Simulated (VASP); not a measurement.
Here is a VASP 6.6.1 calculation.

File INCAR:

```
PREC = Accurate ; ENCUT = 600
EDIFF = 1E-7 ; ISMEAR = 0
SIGMA = 0.1 ; LREAL = F
LASPH = T ; NELM = 80
ALGO = Fast ; ISIF = 3
LWAVE = F ; LCHARG = F
GGA = PE ; IBRION = 2
NSW = 90 ; EDIFFG = -0.04
```

The input KPOINTS:

```
Automatic mesh
0
Gamma
  6 6 4
```

File POSCAR:

```
Te2Pd3Ru
1.0
    4.6326625326      0.0000000000      0.0000000000
   -2.3163312663      4.0120034404      0.0000000000
    0.0000000000      0.0000000000      5.7811437175
Te Ru Pd
2 1 3
Direct
    0.3333333333      0.6666666667      0.7409153725
    0.6666666667      0.3333333333      0.2590846275
    0.0000000000      0.0000000000      0.0000000000
    0.3333333333      0.6666666667      0.2112292065
    0.6666666667      0.3333333333      0.7887707935
    0.0000000000      0.0000000000      0.5000000000
```

Potentials or basis: VASP PAW PBE potentials, release 64 (Te, Ru_pv, Pd).

Command:

```console
$ cat potpaw_PBE.64/Te/POTCAR potpaw_PBE.64/Ru_pv/POTCAR potpaw_PBE.64/Pd/POTCAR > POTCAR
$ mpirun -np 1 vasp_std > vasp.out
```

Task: Predict the band gap on the k mesh.

Result: Zero (bands 28 and 29 overlap by 1.49 eV).

Task: What does it give for the relaxed volume?

Result: 17.94 Å³/atom.

Task: Predict the relaxed cell.

Result: a = 4.596 Å, b = 4.596 Å, c = 5.885 Å, α = 90.00°, β = 90.00°, γ = 120.00°.

Task: What does it give for the space group after relaxing (to 0.1 Å)?

Result: P-3m1 (No. 164).

Final structure:
```
CELL_PARAMETERS angstrom
4.59569 0.00000 0.00000
-2.29785 3.97999 0.00000
0.00000 0.00000 5.88485
ATOMIC_POSITIONS crystal
Te 0.33333 0.66667 0.74426
Te 0.66667 0.33333 0.25574
Ru 0.00000 0.00000 0.00000
Pd 0.33333 0.66667 0.20955
Pd 0.66667 0.33333 0.79045
Pd 0.00000 0.00000 0.50000
```

Caveat: spin-orbit coupling is left out, which moves the levels of the heavy elements.
